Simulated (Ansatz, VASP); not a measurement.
## One calculation of Sc, two programs

```xyz
2
Lattice="3.2295 0.0000 0.0000 -1.6148 2.7969 0.0000 0.0000 0.0000 4.9861" Properties=species:S:1:pos:R:3 pbc="T T T"
Sc    0.0000    1.8646    1.2465
Sc    1.6148    0.9323    3.7396
```

Alike in both runs: functional LDA; k mesh 12 × 12 × 8; occupations gaussian, width 0.1 eV; no spin polarisation.

Ansatz relaxed the structure, and its values are those at the end. VASP's run is a single point on that final structure, the one shown.

|  | VASP | Ansatz |
| --- | --- | --- |
| version | VASP 6.6.1 | Ansatz 0.2.0 |
| potentials or method | VASP PAW LDA potentials, release 64 (Sc_sv), cutoff 520 eV | scalar-relativistic, plane waves, PAW |
| valence electrons in the cell | 22 | 22 |

Ansatz gave:

| Item | Value |
| --- | --- |
| gap on the k mesh at the Fermi level (eV) | none |
| pressure (GPa) | 0.0 |

Task: Estimate VASP's values.

Result: gap on the k mesh at the Fermi level (eV): none; pressure (GPa): 0.1.

Ansatz warns that its potentials were made for another functional, while VASP's fit it. LDA's correlation is that of Perdew and Zunger in VASP and of Perdew and Wang (1992) in Ansatz. A gap of «none» marks a metal or a gap that the smearing closes.
